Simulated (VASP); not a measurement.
# Sb (Fm-3m) in VASP: notebook, part 2 of 2

VASP 6.6.1. Earlier steps stand in the parts before.

## Step 5: Single point, PBE0

This run uses another cell than the first one, of 26.57 Å³/atom, 0.996 times its volume.

POSCAR reads:

```
Sb
1.0
    0.0000000000      2.3684417777      2.3684417777
    2.3684417777      0.0000000000      2.3684417777
    2.3684417777      2.3684417777      0.0000000000
Sb
1
Direct
    0.0000000000      0.0000000000      0.0000000000
```

INCAR.step1 reads:

```
SYSTEM = Sb
  PREC = Accurate
  ENCUT = 520
  EDIFF = 1E-5
  ISMEAR = -1
  SIGMA = 0.05
  LREAL = .False.
  LASPH = .True.
  NELM = 100
  ALGO = Normal
  ISIF = 2
  LWAVE = .True.
  GGA = PE
  NBANDS = 8
```

INCAR.step2 reads:

```
SYSTEM = Sb
  PREC = Accurate
  ENCUT = 520
  EDIFF = 1E-6
  ISMEAR = -1
  SIGMA = 0.05
  LREAL = .False.
  LASPH = .True.
  NELM = 100
  ALGO = Normal
  ISIF = 2
  LWAVE = .False.
  LCHARG = .True.
  GGA = PE
  LHFCALC = .True.
  AEXX = 0.25
  PRECFOCK = Normal
  LELF = .True.
  LVHAR = .True.
  ISTART = 1
  NBANDS = 8
```

KPOINTS reads:

```
Automatic mesh
0
Gamma
  5 5 5
  0 0 0
```

Run with:

```sh
> cat potpaw_PBE.64/Sb/POTCAR > POTCAR
> cp INCAR.step1 INCAR
> mpirun -np 1 vasp_std > vasp.out
> cp INCAR.step2 INCAR
> mpirun -np 1 vasp_std > vasp.out
```

Run time: 2.2 min. Hardware: 1 thread of Intel Xeon 6975P-C, shared host; peak memory 0.16 GiB.

It converged, with:

| Quantity | Value |
| --- | --- |
| Free energy | -5.1518 eV |
| Pressure | -1.2 GPa |

Levels at points of the mesh, in eV from the Fermi level:
```
           k point  band 1  band 2  band 3  band 4  band 5  band 6
(0.00, 0.00, 0.00)  -14.61    6.90    6.90    6.90   11.41   11.41
```

Caveat: the k points lie up to 0.46 Å⁻¹ apart; the PAW data sets were made with another functional, which shifts forces and pressure a little; spin-orbit coupling is left out, which moves the levels of the heavy elements.

## Step 6: Single point, PBEsol-based global hybrid

POSCAR reads:

```
Sb
1.0
    0.0000000000      2.3712425216      2.3712425216
    2.3712425216      0.0000000000      2.3712425216
    2.3712425216      2.3712425216      0.0000000000
Sb
1
Direct
    0.0000000000      0.0000000000      0.0000000000
```

INCAR.step1 reads:

```
  PREC = Accurate
  ENCUT = 520
  EDIFF = 1E-5
  ISMEAR = -1
  SIGMA = 0.05
  LREAL = F
  LASPH = T
  NELM = 100
  ALGO = Normal
  ISIF = 2
  LWAVE = T
  LCHARG = F
  NBANDS = 8
  GGA = PE
```

INCAR.step2 reads:

```
  PREC = Accurate
  ENCUT = 520
  EDIFF = 1E-7
  ISMEAR = -1
  SIGMA = 0.05
  LREAL = F
  LASPH = T
  NELM = 100
  ALGO = Normal
  ISIF = 2
  LWAVE = F
  LCHARG = F
  GGA = PS
  LHFCALC = T
  AEXX = 0.25
  PRECFOCK = Normal
  NBANDS = 8
  ISTART = 1
```

KPOINTS reads:

```
Automatic mesh
0
Gamma
  5 5 5
```

Potentials or basis: VASP PAW PBE potentials, release 64 (Sb).

Run with:

```sh
> cat potpaw_PBE.64/Sb/POTCAR > POTCAR
> cp INCAR.step1 INCAR
> mpirun -np 1 vasp_std > vasp.out
> cp INCAR.step2 INCAR
> mpirun -np 1 vasp_std > vasp.out
```

OUTCAR:

```text
PREC = Accurate
   ENCUT = 520
   EDIFF = 1E-7
   ISMEAR = -1
   LREAL = F
   LASPH = T
   NELM = 100
   ISIF = 2
   GGA = PS
   LHFCALC = T
   AEXX = 0.25
   PRECFOCK = Normal
   ISTART = 1

 ion  position               nearest neighbor table
   1  0.000  0.000  0.000-

  LATTYP: Found a face centered cubic cell.
 ALAT       =     4.7424850432

  Lattice vectors:

 A1 = (   0.0000000000,   2.3712425216,   2.3712425216)
 A2 = (   2.3712425216,   0.0000000000,   2.3712425216)
 A3 = (   2.3712425216,   2.3712425216,   0.0000000000)

Analysis of symmetry for initial positions (statically):
=====================================================================
 Subroutine PRICEL returns:
 Original cell was already a primitive cell.

 Routine SETGRP: Setting up the symmetry group for a
 face centered cubic supercell.

 Subroutine GETGRP returns: Found 48 space group operations
[... 9 lines left out ...]

 Routine SETGRP: Setting up the symmetry group for a
 face centered cubic supercell.

[... 142 lines left out ...]

 E-fermi :   8.0439     XC(G=0):  -8.1981

 val. band max:        7.9942279411   @ k =  -0.4000   0.4000   0.2000
 cond. band min:       8.7614809398   @ k =  -0.2000   0.2000   0.0000
 fundamental gap:      0.7672529987
 Fermi energy:         8.0438806605

 k-point     1 :       0.0000    0.0000    0.0000
  band No.  band energies     occupation
      1      -6.5539      2.00000
      2      14.8892      0.00000
      3      14.8892      0.00000
      4      14.8892      0.00000
      5      19.4714      0.00000
      6      19.4714      0.00000
      7      19.4714      0.00000
      8      19.9886      0.00000
[... 89 lines left out ...]
 k-point    10 :      -0.4000    0.4000    0.2000
  band No.  band energies     occupation
      1      -1.1862      2.00000
      2       4.1805      2.00000
      3       5.5938      2.00000
      4       7.9942      1.45938
      5      17.9869      0.00000
      6      18.8514      0.00000
      7      20.5740      0.00000
      8      24.5466      0.00000

------------------------ aborting loop because EDIFF is reached ----------------------------------------

  FORCE on cell =-STRESS in cart. coord.  units (eV):
  Direction    XX          YY          ZZ          XY          YZ          ZX
  --------------------------------------------------------------------------------------
  -------------------------------------------------------------------------------------
  Total       -0.5556206     -0.5556206     -0.5556206      0.0000000      0.0000000      0.0000000
  in kB      -33.3834342    -33.3834342    -33.3834342      0.0000000      0.0000000      0.0000000
  external PRESSURE =     -33.3834342 kB  Pullay stress =       0.0000000 kB

 VOLUME and BASIS-vectors are now :
 -----------------------------------------------------------------------------
  energy-cutoff  :      520.00
  volume of cell :       26.67
      direct lattice vectors                 reciprocal lattice vectors
     0.000000000  2.371242522  2.371242522    -0.210859916  0.210859916  0.210859916
     2.371242522  0.000000000  2.371242522     0.210859916 -0.210859916  0.210859916
     2.371242522  2.371242522  0.000000000     0.210859916  0.210859916 -0.210859916

 POSITION                                       TOTAL-FORCE (eV/Angst)
 -----------------------------------------------------------------------------------
      0.00000      0.00000      0.00000         0.000000      0.000000      0.000000
 -----------------------------------------------------------------------------------
    total drift:                               -0.000000     -0.000000      0.000000

  FREE ENERGIE OF THE ION-ELECTRON SYSTEM (eV)
  ---------------------------------------------------
  free  energy   TOTEN  =        -5.4690202607 eV

  energy  without entropy=       -5.4577295855  energy(sigma->0) =       -5.46337492
```

OUTCAR.step1:

```text
PREC = Accurate
   ENCUT = 520
   EDIFF = 1E-5
   ISMEAR = -1
   LREAL = F
[... 309 lines left out ...]

 POSITION                                       TOTAL-FORCE (eV/Angst)
 -----------------------------------------------------------------------------------
      0.00000      0.00000      0.00000        -0.000000      0.000000     -0.000000
 -----------------------------------------------------------------------------------
    total drift:                                0.000000      0.000000      0.000000

  FREE ENERGIE OF THE ION-ELECTRON SYSTEM (eV)
  ---------------------------------------------------
  free  energy   TOTEN  =        -3.7719275646 eV

  energy  without entropy=       -3.7580438249  energy(sigma->0) =       -3.76498569
```

OSZICAR.step1:

```text
N       E                     dE             d eps       ncg     rms          rms(c)
DAV:   1     0.627161061874E+01    0.62716E+01   -0.15440E+03   160   0.404E+02
DAV:   2    -0.366621308420E+01   -0.99378E+01   -0.98024E+01   232   0.570E+01
DAV:   3    -0.377708969071E+01   -0.11088E+00   -0.11071E+00   216   0.645E+00
DAV:   4    -0.377750616603E+01   -0.41648E-03   -0.41647E-03   224   0.473E-01
DAV:   5    -0.377750688504E+01   -0.71901E-06   -0.71833E-06   208   0.165E-02    0.172E+00
DAV:   6    -0.377387257089E+01    0.36343E-02   -0.20414E-03   224   0.236E-01    0.975E-01
DAV:   7    -0.377191690867E+01    0.19557E-02   -0.42870E-03   176   0.342E-01    0.552E-02
DAV:   8    -0.377192732709E+01   -0.10418E-04   -0.49252E-05   232   0.551E-02    0.492E-03
DAV:   9    -0.377192756464E+01   -0.23755E-06   -0.73104E-07   152   0.655E-03
   1 F= -.37719276E+01 E0= -.37649857E+01  d E =-.138837E-01
```

Wall time 2.7 min (1 thread of Intel Xeon 6975P-C, shared host); peak memory 0.16 GiB.

What came out:

* Free energy: -5.4690 eV
* Pressure: -3.3 GPa

Levels at points of the mesh, in eV from the Fermi level:
```tsv
k point	band 1	band 2	band 3	band 4	band 5	band 6
(0.00, 0.00, 0.00)	-14.60	6.85	6.85	6.85	11.43	11.43
```

Caveat: the k points lie up to 0.46 Å⁻¹ apart; the PAW data sets were made with another functional, which shifts forces and pressure a little; spin-orbit coupling is left out, which moves the levels of the heavy elements.

## Step 7: Summary

```csv
task,level,cell,cutoff (eV),share of exact exchange,gap on the mesh (eV),pressure (GPa)
relaxation of cell and atoms,HF,"relaxed from a = 3.353 Å, angles 60.0°, 1 atom",600,-,none,0.0
single point,PBEsol-based global hybrid,"a = 3.319 Å, angles 60.0°, 1 atom",520,0.25,none,-1.3
single point,PBE0,"a = 3.353 Å, angles 60.0°, 1 atom",520,-,none,-1.5
single point,PBE0,"a = 3.349 Å, angles 60.0°, 1 atom",520,-,none,-1.2
single point,PBEsol-based global hybrid,"a = 3.353 Å, angles 60.0°, 1 atom",520,0.25,none,-3.3
```

Alike in all rows: potentials or basis VASP PAW PBE potentials, release 64 (Sb); no spin polarisation; k mesh 5 × 5 × 5; smearing fermi-dirac 0.05 eV.

Caveats: all runs use coarse meshes; the PAW data sets were made with another functional, which shifts forces and pressure a little; spin-orbit coupling is left out, which moves the levels of the heavy elements; the volume moved by over 15 % at a fixed basis, so the end points are rough (some runs).

Absolute energies hang on the potentials; compare differences alone.
